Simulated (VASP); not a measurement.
Input of a VASP 6.6.1 run:

File POSCAR:

```
ZnSnP2
1.0
    0.0000000000      5.7398080000      0.0000000000
    5.7398080000      0.0000000000      0.0000000000
    2.8699040000      2.8699040000     -5.7398080000
Sn P Zn
2 4 2
Direct
    0.5000000000      0.5000000000      0.0000000000
    0.2500000000      0.7500000000      0.5000000000
    0.3750000000      0.3620000000      0.7500000000
    0.6380000000      0.1250000000      0.2500000000
    0.8750000000      0.8880000000      0.7500000000
    0.1120000000      0.6250000000      0.2500000000
    0.0000000000      0.0000000000      0.0000000000
    0.7500000000      0.2500000000      0.5000000000
```

The input INCAR.step1:

```
SYSTEM = ZnSnP2
PREC = Accurate ; ENCUT = 500
ISMEAR = -1 ; SIGMA = 0.1
LREAL = .False. ; LASPH = .True.
NELM = 120 ; GGA = PE
ALGO = Normal ; EDIFF = 1E-5
LWAVE = .True. ; LCHARG = .False.
GGA_COMPAT = .False. ; IBRION = 2
EDIFFG = -0.01 ; NELMIN = 4
NSW = 100 ; KPAR = 4
```

INCAR.step2

```
SYSTEM = ZnSnP2
PREC = Accurate ; ENCUT = 500
EDIFF = 1E-7 ; ISMEAR = -1
SIGMA = 0.1 ; LREAL = .False.
LASPH = .True. ; NELM = 120
ALGO = Normal ; ISIF = 2
LWAVE = .False. ; LCHARG = .False.
METAGGA = R2SCAN ; LMIXTAU = .True.
IBRION = 2 ; NSW = 100
EDIFFG = -0.01 ; ISTART = 1
GGA_COMPAT = .False. ; NELMIN = 4
KPAR = 4
```

Contents of KPOINTS:

```
Automatic mesh
0
Gamma
  5 5 5
  0 0 0
```

Potentials or basis: VASP PAW PBE potentials, release 64 (Sn_d, P, Zn).

Run with:

```bash
$ cat potpaw_PBE.64/Sn_d/POTCAR potpaw_PBE.64/P/POTCAR potpaw_PBE.64/Zn/POTCAR > POTCAR
$ cp INCAR.step1 INCAR
$ mpirun -np 4 vasp_std > vasp.out
$ cp INCAR.step2 INCAR
$ mpirun -np 4 vasp_std > vasp.out
```

Q: What does it give for the energy gained by relaxing?

A: 3.4 meV/atom.

Q: Estimate the band gap on the k mesh.

A: 1.02 eV.

The path:
```tsv
step	energy change (eV)	largest force (eV/Å)	pressure (GPa)
1	0.0000	0.3564	-2.75
2	-0.0192	0.1917	-2.91
3	-0.0267	0.0511	-3.04
4	-0.0274	0.0003	-3.08
```

Caveat: the PAW data sets were made with another functional, which shifts forces and pressure a little; spin-orbit coupling is left out, which moves the levels of the heavy elements; an odd mesh through Γ misses points on the zone boundary, where band edges can lie.
